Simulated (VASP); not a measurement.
Runs of VASP 6.6.1 on Cu. The structure is that of space group P6_3/mmc (No. 194), or close to it. The cells are those of the table. 

```tsv
cell	gap on the mesh (eV)	pressure (GPa)
a = 2.592, b = 2.592, c = 4.206 Å, angles 90.0, 90.0, 120.0°, 2 atoms	none	-15.6
a = 2.543, b = 2.543, c = 4.126 Å, angles 90.0, 90.0, 120.0°, 2 atoms	none	(a)
a = 2.491, b = 2.491, c = 4.043 Å, angles 90.0, 90.0, 120.0°, 2 atoms	none	1.3
a = 2.517, b = 2.517, c = 4.085 Å, angles 90.0, 90.0, 120.0°, 2 atoms	none	-3.9
a = 2.567, b = 2.567, c = 4.167 Å, angles 90.0, 90.0, 120.0°, 2 atoms	none	(b)
```

Alike in all rows: task single point; level LDA; potentials or basis VASP PAW LDA potentials, release 64 (Cu); no spin polarisation; k mesh 13 × 13 × 7; cutoff (eV) 520; smearing fermi-dirac 0.1 eV.

Task: Estimate the missing entries.

Result: (a) -8.7; (b) -12.5.

A gap of «none» marks levels without a gap at the run's occupations.
